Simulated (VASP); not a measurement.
Set up this calculation in VASP 6.6.1, as the native input.

```yaml
Task: single point
Functional: PBE
Potentials_or_basis: VASP PAW PBE potentials, release 64 (Pt, S)
Cutoff: 520 eV
k_mesh: 9 × 9 × 4
Occupations: gaussian, width 0.05 eV
Spin: no spin polarisation
Dipole_correction: no
Further_INCAR_settings: ALGO = Normal; EDIFF = 1e-06; NBANDS = 18
```

The structure of PtS2 lies in POSCAR:

```
PtS2
1.0
    3.5765911006      0.0000000000      0.0000000000
   -1.7882955503      3.0974187520      0.0000000000
    0.0000000000      0.0000000000      6.1718000000
Pt S
1 2
Direct
    0.0000000000      0.0000000000      0.0000000000
    0.3333333333      0.6666666667      0.1987912395
    0.6666666667      0.3333333333      0.8012087605
```

One way to write it, as run:

INCAR

```
SYSTEM = PtS2
  PREC = Accurate
  ENCUT = 520
  EDIFF = 1E-6
  ISMEAR = 0
  SIGMA = 0.05
  LREAL = .False.
  LASPH = .True.
  NELM = 80
  ALGO = Normal
  ISIF = 2
  LWAVE = .False.
  LCHARG = .True.
  GGA = PE
  LELF = .True.
  LVHAR = .True.
  NBANDS = 18
```

KPOINTS

```
Automatic mesh
0
Gamma
  9 9 4
  0 0 0
```

Potentials or basis: VASP PAW PBE potentials, release 64 (Pt, S).

Command:

```console
$ cat potpaw_PBE.64/Pt/POTCAR potpaw_PBE.64/S/POTCAR > POTCAR
$ mpirun -np 1 vasp_std > vasp.out
```

Results of the run:

| Item | Value |
| --- | --- |
| Pressure | -0.3 GPa |
| Largest force | 0.035 eV/Å |
| Band gap on the k mesh | 1.46 eV |

Caveat: spin-orbit coupling is left out, which moves the levels of the heavy elements; an odd mesh through Γ misses points on the zone boundary, where band edges can lie; this functional lacks dispersion, which binds the layers, so the pressure and a relaxed spacing across them are unreliable.

Wall time 29 s on 1 thread of Intel(R) Xeon(R) Platinum 8559C (Emerald Rapids), with other jobs on the host, peak memory 0.21 GiB.
